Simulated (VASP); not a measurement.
## Mg: single point with PBE

The system is Mg.

```
CELL_PARAMETERS angstrom
2.90373 0.00000 0.00000
-1.45187 2.51471 0.00000
0.00000 0.00000 9.44470
ATOMIC_POSITIONS crystal
Mg 0.00000 0.00000 0.00000
Mg 0.00000 0.00000 0.50000
Mg 0.33333 0.66667 0.25000
Mg 0.66667 0.33333 0.75000
```

This cell differs from its parent crystal: volume scaled by 0.75.

```json
{
  "Program": "VASP 6.6.1",
  "Task": "single point",
  "Functional": "PBE",
  "Potentials or basis": "VASP PAW PBE potentials, release 64 (Mg)",
  "Cutoff": "520 eV",
  "k mesh": "11 × 11 × 3",
  "Occupations": "fermi-dirac, width 0.08 eV",
  "Spin": "no spin polarisation"
}
```

```
Pressure               : 18.2 GPa
Band gap on the k mesh : zero (band 4 reaches 5.31 eV, above the bottom of band 5 at 3.07 eV)
```

Stress tensor (GPa, compression positive):
```
18.24  0.00  0.00
 0.00 18.24  0.00
 0.00  0.00 18.03
```

Levels at points of the mesh, in eV from the Fermi level:
| k point | band 1 | band 2 | band 3 | band 4 | band 5 | band 6 | band 7 | band 8 | band 9 |
| --- | --- | --- | --- | --- | --- | --- | --- | --- | --- |
| (0.00, 0.00, 0.00) | -8.24 | -6.57 | -6.57 | -2.16 | -1.23 | 5.92 | 5.93 | 12.77 | 12.77 |

Run time: 9.2 s on 1 thread of Intel(R) Xeon(R) 6975P-C (Granite Rapids) (shared host), peak memory 0.18 GiB.
